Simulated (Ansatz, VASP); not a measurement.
**One calculation of MgI2, two programs**

```xyz
3
Lattice="3.9876 0.0000 0.0000 -1.9938 3.4533 0.0000 0.0000 0.0000 6.3130" Properties=species:S:1:pos:R:3 pbc="T T T"
Mg    0.0000    0.0000    0.0000
I     0.0000    2.3022    4.7829
I     1.9938    1.1511    1.5301
```

Change from the starting cell: strain -0.040 along x and y, -0.080 along z, atoms carried along.

Alike in both runs: task single point; functional PBE; dispersion D3(BJ); k mesh 6 × 6 × 4; occupations gaussian, width 0.05 eV; no spin polarisation.

|  | VASP | Ansatz |
| --- | --- | --- |
| version | VASP 6.6.1 | Ansatz 0.2.0 |
| potentials or method | VASP PAW PBE potentials, release 64 (Mg, I), cutoff 520 eV | scalar-relativistic, plane waves, PAW |
| valence electrons in the cell | 16 | 44 |

Ansatz gave:

```
gap on the k mesh at the Fermi level (eV)                     : 3.24
least direct gap on the mesh (eV)                             : 4.12
pressure (GPa)                                                : 6.9
traceless stress, the component that is largest in VASP (GPa) : 1.06
rms of the force components (eV/Å)                            : 0.536
```

Estimate VASP's values.

gap on the k mesh at the Fermi level (eV): 3.22; least direct gap on the mesh (eV): 4.10; pressure (GPa): 6.9; traceless stress, the component that is largest in VASP (GPa): 1.07; rms of the force components (eV/Å): 0.533.

Atom by atom the forces differ by 0.003 eV/Å (rms over components). VASP's potentials hold 16 valence electrons a cell and Ansatz's 44, so a difference there can come from the potentials and not from the codes.

Spin-orbit coupling is off throughout.
